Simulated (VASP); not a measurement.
# BN (F-43m) in VASP: a series of runs

Runs on BN. Level: PBE. Tasks: single point.

All numbers are computed with VASP 6.6.1; they aren't measurements. Logs are shortened: lines on timing, memory, paths and dates and some standing lists are left out, and cuts for length are marked.

**1. The cell of the first run**

The structure is cubic, space group F-43m (No. 216). Conventional cell: a = 3.625 Å, b = 3.625 Å, c = 3.625 Å, α = 90.00°, β = 90.00°, γ = 90.00°. Within 2.1 Å of B (site symmetry -43m) lie 4 N at 1.57 Å. N (site symmetry -43m) has 4 B at 1.57 Å within 2.1 Å.

**2. Single point, PBE**

Input file INCAR:

```
  ALGO = Normal
  EDIFF = 1E-6
  ENCUT = 600
  GGA = PE
  GGA_COMPAT = F
  ISIF = 2
  ISMEAR = 0
  LASPH = T
  LCHARG = F
  LREAL = F
  LWAVE = F
  NBANDS = 11
  NELM = 120
  PREC = Accurate
  SIGMA = 0.05
```

Input file KPOINTS:

```
k-points
0
Gamma
  12 12 12
```

Input file POSCAR:

```
BN
1.0
    0.0000000000      1.8123485134      1.8123485134
    1.8123485134      0.0000000000      1.8123485134
    1.8123485134      1.8123485134      0.0000000000
B N
1 1
Direct
    0.0000000000      0.0000000000      0.0000000000
    0.7500000000      0.7500000000      0.7500000000
```

Potentials or basis: VASP PAW PBE potentials, release 64 (B, N).

Launch:

```console
> cat potpaw_PBE.64/B/POTCAR potpaw_PBE.64/N/POTCAR > POTCAR
> mpirun -np 1 vasp_std > vasp.out
```

OUTCAR:

```text
EDIFF = 1E-6
   ENCUT = 600
   GGA = PE
   ISIF = 2
   ISMEAR = 0
   LASPH = T
   LREAL = F
   NELM = 120
   PREC = Accurate

 ion  position               nearest neighbor table
   1  0.000  0.000  0.000-   2 1.57   2 1.57   2 1.57   2 1.57
   2  0.750  0.750  0.750-   1 1.57   1 1.57   1 1.57   1 1.57

  LATTYP: Found a face centered cubic cell.
 ALAT       =     3.6246970268

  Lattice vectors:

 A1 = (   0.0000000000,   1.8123485134,   1.8123485134)
 A2 = (   1.8123485134,   0.0000000000,   1.8123485134)
 A3 = (   1.8123485134,   1.8123485134,   0.0000000000)

Analysis of symmetry for initial positions (statically):
=====================================================================
 Subroutine PRICEL returns:
 Original cell was already a primitive cell.

 Routine SETGRP: Setting up the symmetry group for a
 face centered cubic supercell.

 Subroutine GETGRP returns: Found 24 space group operations
 (whereof 24 operations were pure point group operations)
 out of a pool of 48 trial point group operations.

The static configuration has the point symmetry T_d .

Analysis of symmetry for dynamics (positions and initial velocities):
=====================================================================
 Subroutine PRICEL returns:
 Original cell was already a primitive cell.

 Routine SETGRP: Setting up the symmetry group for a
 face centered cubic supercell.

 Subroutine GETGRP returns: Found 24 space group operations
 (whereof 24 operations were pure point group operations)
 out of a pool of 48 trial point group operations.

The dynamic configuration has the point symmetry T_d .

 Subroutine INISYM returns: Found 24 space group operations
 (whereof 24 operations are pure point group operations),
 and found     1 'primitive' translations

----------------------------------------------------------------------------------------

                                     Primitive cell

  volume of cell :      11.9057

  direct lattice vectors                    reciprocal lattice vectors
     0.000000000  1.812348513  1.812348513    -0.275885127  0.275885127  0.275885127
     1.812348513  0.000000000  1.812348513     0.275885127 -0.275885127  0.275885127
     1.812348513  1.812348513  0.000000000     0.275885127  0.275885127 -0.275885127

  length of vectors
     2.563047847  2.563047847  2.563047847     0.477847057  0.477847057  0.477847057

  position of ions in fractional coordinates (direct lattice)
     0.000000000  0.000000000  0.000000000
     0.750000000  0.750000000  0.750000000

  ion indices of the primitive-cell ions
   primitive index   ion index
                 1           1
                 2           2

----------------------------------------------------------------------------------------

 KPOINTS: k-points

Automatic generation of k-mesh.
 Grid dimensions read from file:
 generate k-points for:   12   12   12

 Generating k-lattice:

  Cartesian coordinates                     Fractional coordinates (reciprocal lattice)
    -0.022990427  0.022990427  0.022990427     0.083333333  0.000000000  0.000000000
     0.022990427 -0.022990427  0.022990427     0.000000000  0.083333333  0.000000000
     0.022990427  0.022990427 -0.022990427     0.000000000  0.000000000  0.083333333

  Length of vectors
     0.039820588  0.039820588  0.039820588

  Shift w.r.t. Gamma in fractional coordinates (k-lattice)
     0.000000000  0.000000000  0.000000000

 Subroutine IBZKPT returns following result:
 ===========================================

 Found     72 irreducible k-points:

 Following reciprocal coordinates:
            Coordinates               Weight
  0.000000  0.000000  0.000000      1.000000
  0.083333  0.000000  0.000000      8.000000
  0.166667  0.000000  0.000000      8.000000
  0.250000  0.000000  0.000000      8.000000
  0.333333  0.000000  0.000000      8.000000
  0.416667  0.000000  0.000000      8.000000
[... 16 lines left out ...]
  0.500000  0.166667  0.000000     24.000000
 -0.416667  0.166667  0.000000     24.000000
 [... further k-points ...]
   k-points           NKPTS =     72   k-points in BZ     NKDIM =     72   number of bands    NBANDS=     11
   number of dos      NEDOS =    301   number of ions     NIONS =      2
   total plane-waves  NPLWV =   8000
   dimension x,y,z NGX =    20 NGY =   20 NGZ =   20
   dimension x,y,z NGXF=    40 NGYF=   40 NGZF=   40
   ions per type =               1   1
   NGX,Y,Z   is equivalent  to a cutoff of  12.97, 12.97, 12.97 a.u.
   NGXF,Y,Z  is equivalent  to a cutoff of  25.95, 25.95, 25.95 a.u.
 SYSTEM =  unknown system
   PREC   = accura    normal or accurate (medium, high low for compatibility)
   ISTART =      0    job   : 0-new  1-cont  2-samecut
   ICHARG =      2    charge: 1-file 2-atom 10-const
   ISPIN  =      1    spin polarized calculation?
   LNONCOLLINEAR =      F non collinear calculations
   LSORBIT =      F    spin-orbit coupling
   LASPH  =      T    aspherical Exc in radial PAW
   ENCUT  =  600.0 eV  44.10 Ry    6.64 a.u.   5.12  5.12  5.12*2*pi/ulx,y,z
   NELM   =    120;   NELMIN=  2; NELMDL= -5     # of ELM steps
   EDIFF  = 0.1E-05   stopping-criterion for ELM
   LREAL  =      F    real-space projection
   EDIFFG = 0.1E-04   stopping-criterion for IOM
   NSW    =      0    number of steps for IOM
   IBRION =     -1    ionic relax: 0-MD 1-quasi-New 2-CG
   NFREE  =      0    steps in history (QN), initial steepest desc. (CG)
   ISIF   =      2    stress and relaxation
   ISYM   =      2    0-nonsym 1-usesym 2-fastsym
   POTIM  = 0.5000    time-step for ionic-motion
   TEBEG  =    0.0;   TEEND  =   0.0 temperature during run
   PSTRESS=    0.0 pullay stress
   NELECT =       8.0000    total number of electrons
   NUPDOWN=      -1.0000    fix difference up-down
   EMIN   =  10.00;   EMAX   =-10.00  energy-range for DOS
   EFERMI =   0.00;   METHOD = LEGACY
   ISMEAR =     0;   SIGMA  =   0.05  broadening in eV -4-tet -1-fermi 0-gaus
   EFERMI_NEDOS =   21; number of points for ismear=-14 and -15
   IALGO  =     38    algorithm
   IMIX   =      4    mixing-type and parameters
     AMIX     =   0.40;   BMIX     =  1.00
     AMIX_MAG =   1.60;   BMIX_MAG =  1.00
  volume/ion in A,a.u.               =       5.95        40.17
  Fermi-wavevector in a.u.,A,eV,Ry     =   1.433903  2.709684 27.974638  2.056078
  Thomas-Fermi vector in A             =   2.553370
   LORBIT       =      0    0 simple, 1 ext, 2 COOP (PROOUT), +10 PAW based schemes
   GGA     = PE    functional components
   LHFCALC =     F    Hartree Fock is set to
   AEXX    =    0.0000 exact exchange contribution
   IVDW    =     0    specifies the selected vdW correction
   LEPSILON=     F    determine dielectric tensor
   LRPA    =     F    only Hartree local field effects (RPA)
 non-spin polarized calculation
 Gauss-broadening in eV      SIGMA  =   0.05
  energy-cutoff  :      600.00
  volume of cell :       11.91
 maximum number of plane-waves:       415
   NGX = 11   NGY = 11   NGZ = 11

 number of electron       7.9999999 magnetization

 Free energy of the ion-electron system (eV)
  ---------------------------------------------------
  ext. energy  EPLUGINS =         0.00000000
  ---------------------------------------------------
  free energy    TOTEN  =       -17.45462947 eV

  energy without entropy =      -17.45462947  energy(sigma->0) =      -17.45462947

 E-fermi :   7.5924     XC(G=0): -12.7825

 val. band max:        7.3038733632   @ k =   0.0000   0.0000   0.0000
 cond. band min:      11.7548074989   @ k =   0.5000   0.5000   0.0000
 fundamental gap:      4.4509341357
 Fermi energy:         7.5924137596

 k-point     1 :       0.0000    0.0000    0.0000
  band No.  band energies     occupation
      1     -12.8358      2.00000
      2       7.3039      2.00000
      3       7.3039      2.00000
      4       7.3039      2.00000
      5      16.0854      0.00000
      6      16.0854      0.00000
      7      16.0854      0.00000
      8      17.5234      0.00000
      9      31.9055      0.00000
     10      34.9725      0.00000
     11      34.9725      0.00000

 k-point     2 :       0.0833    0.0000    0.0000
  band No.  band energies     occupation
      1     -12.6679      2.00000
      2       6.3965      2.00000
      3       7.1249      2.00000
      4       7.1249      2.00000
      5      16.2834      0.00000
      6      16.3572      0.00000
      7      16.3572      0.00000
      8      18.0932      0.00000
      9      31.7194      0.00000
     10      32.7780      0.00000
     11      32.7780      0.00000

 k-point     3 :       0.1667    0.0000    0.0000
  band No.  band energies     occupation
      1     -12.1705      2.00000
      2       4.3086      2.00000
      3       6.6890      2.00000
      4       6.6890      2.00000
      5      16.5792      0.00000
      6      16.9890      0.00000
      7      16.9890      0.00000
      8      19.4295      0.00000
      9      31.1939      0.00000
     10      31.2318      0.00000
     11      31.2318      0.00000

 k-point     4 :       0.2500    0.0000    0.0000
  band No.  band energies     occupation
      1     -11.3675      2.00000
      2       1.8573      2.00000
      3       6.1853      2.00000
      4       6.1853      2.00000
      5      16.8664      0.00000
      6      17.5939      0.00000
      7      17.5939      0.00000
      8      20.7688      0.00000
      9      30.6520      0.00000
     10      30.8274      0.00000
     11      30.8274      0.00000
[... 239 lines left out ...]
 k-point    22 :       0.4167    0.1667    0.0000
  band No.  band energies     occupation
      1      -9.4338      2.00000
      2      -0.8199      2.00000
      3       4.1884      2.00000
      4       4.3734      2.00000
      5      15.7699      0.00000
      6      19.6273      0.00000
      7      20.1188      0.00000
      8      20.9873      0.00000
      9      27.5977      0.00000
     10      33.3804      0.00000
     11      35.5945      0.00000

 k-point    23 :       0.5000    0.1667    0.0000
  band No.  band energies     occupation
      1      -8.4787      2.00000
      2      -2.3598      2.00000
      3       3.6067      2.00000
      4       4.4453      2.00000
      5      16.1257      0.00000
      6      19.5575      0.00000
      7      19.8790      0.00000
      8      22.2806      0.00000
      9      27.9719      0.00000
     10      33.5525      0.00000
     11      34.7987      0.00000

 k-point    24 :      -0.4167    0.1667    0.0000
  band No.  band energies     occupation
      1      -8.2966      2.00000
      2      -2.6248      2.00000
      3       3.2078      2.00000
      4       4.7576      2.00000
      5      16.5764      0.00000
      6      19.4104      0.00000
      7      19.4865      0.00000
      8      22.8894      0.00000
      9      28.2586      0.00000
     10      32.5550      0.00000
     11      33.8229      0.00000

 [... further k-points ...]

------------------------ aborting loop because EDIFF is reached ----------------------------------------

  FORCE on cell =-STRESS in cart. coord.  units (eV):
  Direction    XX          YY          ZZ          XY          YZ          ZX
  --------------------------------------------------------------------------------------
  -------------------------------------------------------------------------------------
  Total       -0.0025224     -0.0025224     -0.0025224     -0.0000000     -0.0000000      0.0000000
  in kB       -0.3394421     -0.3394421     -0.3394421     -0.0000000     -0.0000000      0.0000000
  external PRESSURE =      -0.3394421 kB  Pullay stress =       0.0000000 kB

 VOLUME and BASIS-vectors are now :
 -----------------------------------------------------------------------------
  energy-cutoff  :      600.00
  volume of cell :       11.91
      direct lattice vectors                 reciprocal lattice vectors
     0.000000000  1.812348513  1.812348513    -0.275885127  0.275885127  0.275885127
     1.812348513  0.000000000  1.812348513     0.275885127 -0.275885127  0.275885127
     1.812348513  1.812348513  0.000000000     0.275885127  0.275885127 -0.275885127

 POSITION                                       TOTAL-FORCE (eV/Angst)
 -----------------------------------------------------------------------------------
      0.00000      0.00000      0.00000         0.000000      0.000000      0.000000
      2.71852      2.71852      2.71852        -0.000000     -0.000000     -0.000000
 -----------------------------------------------------------------------------------
    total drift:                               -0.000000     -0.000000     -0.000000

  FREE ENERGIE OF THE ION-ELECTRON SYSTEM (eV)
  ---------------------------------------------------
  free  energy   TOTEN  =       -17.4546294745 eV

  energy  without entropy=      -17.4546294745  energy(sigma->0) =      -17.45462947
```

It took 7.1 s on 1 thread of Intel Xeon Platinum 8259CL at 2.50GHz (Skylake/Cascade Lake), shared host; peak memory 0.12 GiB.

Results:

| Item | Value |
| --- | --- |
| Free energy | -17.4546 eV |
| Pressure | 0.0 GPa |
| Band gap on the k mesh | 4.45 eV (least direct gap 8.78 eV) |

Levels at points of the mesh, in eV from the valence-band top:
```csv
k point,band 1,band 2,band 3,band 4,band 5,band 6,band 7,band 8,band 9
"(0.00, 0.00, 0.00)",-20.14,0.00,0.00,0.00,8.78,8.78,8.78,10.22,24.60
"(0.50, 0.00, 0.00)",-15.96,-10.62,-1.92,-1.92,10.04,10.66,10.66,15.17,23.34
"(0.50, 0.50, 0.00)",-14.61,-8.86,-4.86,-4.86,4.45,9.19,17.80,17.80,20.65
```

(Part 1 of 2 ends here.)
